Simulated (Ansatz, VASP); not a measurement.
One calculation of Mn, two programs

POSCAR

```
Mn
1.0
    3.6568867433      0.0000000000      0.0000000000
   -1.8284433717      3.1669568185      0.0000000000
    0.0000000000      0.0000000000      4.3452601904
Mn
4
Direct
    0.0000000000      0.0000000000      0.2500000000
    0.0000000000      0.0000000000      0.7500000000
    0.3333333333      0.6666666667      0.7500000000
    0.6666666667      0.3333333333      0.2500000000
```

The input INCAR.step1:

```
SYSTEM = Mn
PREC = Accurate
ENCUT = 600
ISMEAR = 0
SIGMA = 0.1
LREAL = .FALSE.
LASPH = .TRUE.
NELM = 100
GGA = PE
ALGO = Normal
EDIFF = 1E-4
LWAVE = .TRUE.
LCHARG = .FALSE.
```

File INCAR.step2:

```
SYSTEM = Mn
PREC = Accurate
ENCUT = 600
EDIFF = 1E-7
ISMEAR = 0
SIGMA = 0.1
LREAL = .FALSE.
LASPH = .TRUE.
NELM = 100
ALGO = Normal
ISIF = 3
LWAVE = .FALSE.
LCHARG = .FALSE.
METAGGA = R2SCAN
LMIXTAU = .TRUE.
IBRION = 2
NSW = 90
EDIFFG = -0.04
ISTART = 1
```

Contents of KPOINTS:

```
regular mesh
0
G
  6 6 4
  0 0 0
```

Input for Ansatz:

```yaml
crystal:
  lattice:
    - [3.6568867433, 0.0, 0.0]
    - [-1.8284433717, 3.1669568185, 0.0]
    - [0.0, 0.0, 4.3452601904]
  atoms:
    - { symbol: Mn, position: [0.0, 0.0, 0.25] }
    - { symbol: Mn, position: [0.0, 0.0, 0.75] }
    - { symbol: Mn, position: [0.3333333333, 0.6666666667, 0.75] }
    - { symbol: Mn, position: [0.6666666667, 0.3333333333, 0.25] }
basis:
  ecutwfc: 500
kpoints:
  mp_grid: { grid: [6, 6, 4] }
hamiltonian:
  xc: r2scan
scf:
  occupations: { method: gaussian, width: 0.1 }
  lower_state_search: "off"
output:
  forces: true
  stress: true
  eigenvalues: true
relax:
  adjacent_minimum: "off"
  f_tol: 0.04
  max_steps: 70
  cell: { stress_tol: 0.4 }
```

Alike in both runs: task relaxation of cell and atoms; functional r2SCAN; k mesh 6 × 6 × 4; occupations gaussian, width 0.1 eV; no spin polarisation.

|  | VASP | Ansatz |
| --- | --- | --- |
| version | VASP 6.6.1 | Ansatz 0.2.0 |
| potentials or method | VASP PAW PBE potentials, release 64 (Mn_pv), cutoff 600 eV | scalar-relativistic, plane waves, PAW |
| valence electrons in the cell | 52 | 60 |

VASP gave:

```
gap on the k mesh at the Fermi level, each at its own relaxed structure (eV) : none
relaxed volume (Å³/atom)                                                     : 12.56
relaxed length of the cell vector where the two differ most in proportion (Å)              : 3.680
```

**Question.** What did Ansatz give for the same quantities?

**Answer.** gap on the k mesh at the Fermi level, each at its own relaxed structure (eV): none; relaxed volume (Å³/atom): 12.50; relaxed length of the cell vector where the two differ most in proportion (Å): 3.673.

VASP's potentials were made for PBE, not for r2SCAN. A gap of «none» marks a metal or a gap that the smearing closes. VASP's potentials hold 52 valence electrons a cell and Ansatz's 60, so a difference there can come from the potentials and not from the codes.

The k mesh is coarse, so the values compare programs but aren't converged.
